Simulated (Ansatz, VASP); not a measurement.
# Si2W: VASP beside Ansatz

```
Si W
1.0
     0.00000    3.45265    3.45265
     3.45265    0.00000    3.45265
     3.45265    3.45265    0.00000
Si W
4 2
Direct
  0.62500 0.62500 0.62500
  0.12500 0.62500 0.62500
  0.62500 0.62500 0.12500
  0.62500 0.12500 0.62500
  0.00000 0.00000 0.00000
  0.25000 0.25000 0.25000
```

Alike in both runs: task relaxation of cell and atoms; functional PBE; k mesh 4 × 4 × 4; occupations gaussian, width 0.1 eV; no spin polarisation.

|  | VASP | Ansatz |
| --- | --- | --- |
| version | VASP 6.6.1 | Ansatz 0.2.0 |
| potentials or method | VASP PAW PBE potentials, release 64 (Si, W_sv), cutoff 600 eV | scalar-relativistic, plane waves, PAW |
| valence electrons in the cell | 44 | 44 |

Ansatz gave:

| Quantity | Value |
| --- | --- |
| gap on the k mesh at the Fermi level, each at its own relaxed structure (eV) | none |
| relaxed volume (Å³/atom) | 13.25 |
| relaxed length of the cell vector where the two differ most in proportion (Å) | 4.826 |

Estimate VASP's values.

gap on the k mesh at the Fermi level, each at its own relaxed structure (eV): none; relaxed volume (Å³/atom): 13.25; relaxed length of the cell vector where the two differ most in proportion (Å): 4.827.

A gap of «none» marks a metal or a gap that the smearing closes.

The k mesh is coarse, so the values compare programs but aren't converged. Neither program's run includes spin-orbit coupling.
